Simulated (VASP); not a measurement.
WSe2:

```
W Se
1.0
     1.65107    0.95325    6.57965
    -1.65107    0.95325    6.57965
     0.00000   -1.90650    6.57965
W Se
1 2
Direct
  0.99998 0.99998 0.99998
  0.41765 0.41765 0.41765
  0.24903 0.24903 0.24903
```

Base run:

* Program: VASP 6.6.1
* Functional: PBE
* Potentials or basis: VASP PAW PBE potentials, release 64 (W_sv, Se)
* Cutoff: 520 eV
* k mesh: 8 × 8 × 8
* Occupations: gaussian, width 0.01 eV
* Spin: no spin polarisation

Its results: band gap on the k mesh 1.18 eV, indirect (least direct gap 1.93 eV); pressure 3.7 GPa; largest force 0.323 eV/Å.

Task: The run is repeated on the same cell with these changes: k mesh from 8 × 8 × 8 to 6 × 6 × 6. What comes out?

Result: Band gap on the k mesh 1.08 eV, indirect (least direct gap 1.57 eV); pressure 3.7 GPa; largest force 0.327 eV/Å.

Caveats: spin-orbit coupling is left out, which moves the levels of the heavy elements.

A k mesh can miss the band edges.
